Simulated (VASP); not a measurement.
A run of VASP 6.6.1:

The input INCAR:

```
  PREC = Accurate
  ENCUT = 520
  EDIFF = 1E-6
  ISMEAR = -1
  SIGMA = 0.15
  LREAL = False
  LASPH = True
  NELM = 80
  ALGO = Normal
  ISIF = 2
  LWAVE = False
  LCHARG = False
  GGA = PS
  NBANDS = 14
```

The input KPOINTS:

```
regular mesh
0
Gamma
  10 10 10
```

The input POSCAR:

```
NbH2
1.0
    0.0000000000      2.2815000000      2.2815000000
    2.2815000000      0.0000000000      2.2815000000
    2.2815000000      2.2815000000      0.0000000000
Nb H
1 2
Direct
    0.0000000000      0.0000000000      0.0000000000
    0.2500000000      0.2500000000      0.2500000000
    0.7500000000      0.7500000000      0.7500000000
```

Potentials or basis: VASP PAW PBE potentials, release 64 (Nb_sv, H).

Command:

```console
$ cat potpaw_PBE.64/Nb_sv/POTCAR potpaw_PBE.64/H/POTCAR > POTCAR
$ mpirun -np 1 vasp_std > vasp.out
```

Hardware: 1 thread of Intel Xeon 8259CL, on a shared host.

**Question.** Estimate the wall time of this run.

**Answer.** Run time: 23 s on 1 thread of Intel Xeon 8259CL (shared host), peak memory 0.15 GiB. Counts: scf iterations 13, k points 47.
